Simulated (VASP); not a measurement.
Here is a VASP 6.6.1 calculation.

INCAR

```
SYSTEM = GaP
PREC     = Accurate       ! precision mode
ENCUT    = 520            ! plane-wave cutoff, eV
EDIFF    = 1E-6           ! SCF threshold, eV
ISMEAR   = -1             ! smearing method
SIGMA    = 0.05           ! smearing width, eV
LREAL    = .False.        ! projectors in reciprocal space
LASPH    = .True.         ! aspherical terms in the spheres
NELM     = 80             ! most SCF steps
ALGO     = Normal         ! electronic algorithm
ISIF     = 2              ! what is computed and relaxed
LWAVE    = .False.        ! write WAVECAR
LCHARG   = .True.         ! write CHGCAR
GGA      = RE             ! functional
LELF     = .True.         ! ELF
LVHAR    = .True.       
NBANDS   = 16             ! bands
```

Contents of KPOINTS:

```
Automatic mesh
0
Gamma
  8 8 8
  0 0 0
```

Contents of POSCAR:

```
GaP
1.0
    0.0000000000      2.7706631980      2.7706631980
    2.7706631980      0.0000000000      2.7706631980
    2.7706631980      2.7706631980      0.0000000000
Ga P
1 1
Direct
    0.0000000000      0.0000000000      0.0000000000
    0.7500000000      0.7500000000      0.7500000000
```

Potentials or basis: VASP PAW PBE potentials, release 64 (Ga_d, P).

The run is started by

```sh
$ cat potpaw_PBE.64/Ga_d/POTCAR potpaw_PBE.64/P/POTCAR > POTCAR
$ mpirun -np 1 vasp_std > vasp.out
```

**Question.** Predict the band gap on the k mesh.

**Answer.** 1.52 eV, direct.

**Question.** Estimate the pressure.

**Answer.** -0.1 GPa.

Caveat: the PAW data sets were made with another functional, which shifts forces and pressure a little.

**The experiment to reproduce.**

“Stacking defects in GaP nanowires: Electronic structure and optical properties”, 2018, arxiv:1810.01194 quotes, for a bulk crystal of GaP at 10 K: band gap 2.34 eV (indirect).

Against the measured gap of GaP, 2.34 eV (indirect; 10 K; quoted in “Stacking defects in GaP nanowires: Electronic structure and optical properties”, 2018, arxiv:1810.01194), the calculated 1.52 eV is off by -0.82 eV. Spin-orbit coupling on Ga is left out. The value is that of revPBE on a finite k mesh, which can miss the band edges, without temperature or zero-point motion. Semilocal functionals fall short of measured gaps as a rule.
